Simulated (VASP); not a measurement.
Wanted: the native input for a VASP 6.6.1 run.

- Task: single point
- Functional: PBE
- Potentials or basis: VASP PAW PBE potentials, release 64 (Li_sv)
- Cutoff: 520 eV
- k mesh: 16 × 16 × 16
- Occupations: gaussian, width 0.1 eV
- Spin: no spin polarisation
- Dipole correction: no
- Further INCAR settings: ALGO = Fast; EDIFF = 1e-07; NBANDS = 10

The structure of Li lies in POSCAR:

```
Li
1.0
    3.4324475723      0.0000000000      0.0000000000
    0.0000000000      3.4324475723      0.0000000000
    0.0000000000      0.0000000000      3.5354209995
Li
2
Direct
    0.0000000000      0.0000000000      0.0000000000
    0.5000000000      0.5000000000      0.5000000000
```

This cell differs from its parent crystal: strain along c alone, the other axes held: +3.0 %.

The input as run:

INCAR

```
PREC = Accurate
ENCUT = 520
EDIFF = 1E-7
ISMEAR = 0
SIGMA = 0.1
LREAL = False
LASPH = True
NELM = 60
ALGO = Fast
ISIF = 2
LWAVE = False
LCHARG = False
GGA = PE
NBANDS = 10
```

KPOINTS

```
Automatic mesh
0
Gamma
  16 16 16
```

Potentials or basis: VASP PAW PBE potentials, release 64 (Li_sv).

Run with:

```sh
$ cat potpaw_PBE.64/Li_sv/POTCAR > POTCAR
$ mpirun -np 1 vasp_std > vasp.out
```

Results of the run:

```yaml
Band_gap_on_the_k_mesh: zero (band 3 reaches 3.85 eV, above the bottom of band 4 at -0.68 eV)
```

Caveat: the cell differs from its parent crystal (strain along c alone, the other axes held: +3.0 %).

Run time: 83 s on 1 thread of Intel(R) Xeon(R) 6975P-C (Granite Rapids), with other jobs on the host, peak memory 0.23 GiB.
